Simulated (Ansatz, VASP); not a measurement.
Two plane-wave programs on Hf2F3

```xyz
5
Lattice="4.3800 0.0000 0.0000 0.0000 4.3800 0.0000 0.0000 0.0000 4.3800" Properties=species:S:1:pos:R:3 pbc="T T T"
Hf    2.1900    2.1900    2.1900
Hf    0.0000    0.0000    0.0000
F     0.0000    2.1900    2.1900
F     2.1900    0.0000    2.1900
F     2.1900    2.1900    0.0000
```

Alike in both runs: task relaxation of cell and atoms; functional PBE; k mesh 8 × 8 × 8; occupations gaussian, width 0.1 eV; no spin polarisation.

```csv
,VASP,Ansatz
version,VASP 6.6.1,Ansatz 0.2.0
potentials or method,"VASP PAW PBE potentials, release 64 (Hf_pv, F), cutoff 600 eV","scalar-relativistic, plane waves, PAW"
valence electrons in the cell,41,73
```

VASP gave:

* gap on the k mesh at the Fermi level, each at its own relaxed structure (eV): none
* relaxed volume (Å³/atom): 16.36
* relaxed cell length with the largest relative difference (Å): 4.341

Task: Which values does Ansatz return?

Result: gap on the k mesh at the Fermi level, each at its own relaxed structure (eV): none; relaxed volume (Å³/atom): 16.69; relaxed cell length with the largest relative difference (Å): 4.370.

A gap of «none» marks a metal or a gap that the smearing closes. VASP's potentials hold 41 valence electrons a cell and Ansatz's 73, so a difference there can come from the potentials and not from the codes.

Spin-orbit coupling is off throughout. Noted on VASP's run: too few bands were computed for a metal, which touches its energy and stress.
